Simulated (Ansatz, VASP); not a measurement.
## Be3TeSe2 in VASP and in Ansatz

```
Be Te Se
1.0
     4.89228    0.00000    0.00000
    -2.44614    4.23684    0.00000
     0.00000    0.00000    5.32343
Be Te Se
3 1 2
Direct
  0.00000 0.00000 0.18550
  0.33333 0.66667 0.22649
  0.66667 0.33333 0.22649
  0.00000 0.00000 0.69161
  0.33333 0.66667 0.64231
  0.66667 0.33333 0.64231
```

Alike in both runs: functional PBE; k mesh 3 × 3 × 2; occupations gaussian, width 0.15 eV; no spin polarisation.

Ansatz relaxed the structure, and its values are those at the end. VASP's run is a single point on that final structure, the one shown.

```csv
,VASP,Ansatz
version,VASP 6.6.1,Ansatz 0.2.0
potentials or method,"VASP PAW PBE potentials, release 64 (Be, Te, Se), cutoff 600 eV","scalar-relativistic, plane waves, PAW"
valence electrons in the cell,24,54
```

|  | VASP | Ansatz | Ansatz less VASP |
| --- | --- | --- | --- |
| gap on the k mesh at the Fermi level (eV) | none | none | - |
| pressure (GPa) | 0.0 | 0.0 | -0.03 |
| rms of the force components (eV/Å) | 0.020 | 0.012 | -0.0077 |

A gap of «none» marks a metal or a gap that the smearing closes. The functional is the same, so the differences come from potentials, cutoffs and numerics. VASP's potentials hold 24 valence electrons a cell and Ansatz's 54, so a difference there can come from the potentials and not from the codes.

The k mesh is coarse, so the values compare programs but aren't converged. Neither program's run includes spin-orbit coupling.
